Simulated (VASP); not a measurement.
A run of VASP 6.6.1 is set up as follows.

Contents of INCAR:

```
ALGO = Normal ; EDIFF = 1E-6
ENCUT = 520 ; GGA = PS
ISIF = 2 ; ISMEAR = -1
LASPH = True ; LCHARG = False
LREAL = False ; LWAVE = False
NBANDS = 15 ; NELM = 100
PREC = Accurate ; SIGMA = 0.02
```

KPOINTS

```
k-points
0
Gamma
  7 7 7
```

POSCAR

```
KCl
1.0
    3.6580669265      0.0000000000      0.0000000000
    0.0000000000      3.6580669265      0.0000000000
    0.0000000000      0.0000000000      3.6580669265
K Cl
1 1
Direct
    0.0000000000      0.0000000000      0.0000000000
    0.5000000000      0.5000000000      0.5000000000
```

Potentials or basis: VASP PAW PBE potentials, release 64 (K_sv, Cl).

Run with:

```sh
$ cat potpaw_PBE.64/K_sv/POTCAR potpaw_PBE.64/Cl/POTCAR > POTCAR
$ mpirun -np 1 vasp_std > vasp.out
```

Problem. Estimate the pressure.

Solution. 1.7 GPa.

Problem. What does it give for the band gap on the k mesh?

Solution. 5.29 eV, indirect (least direct gap 5.50 eV).

Caveat: the PAW data sets were made with another functional, which shifts forces and pressure a little. A k mesh can miss the band edges.
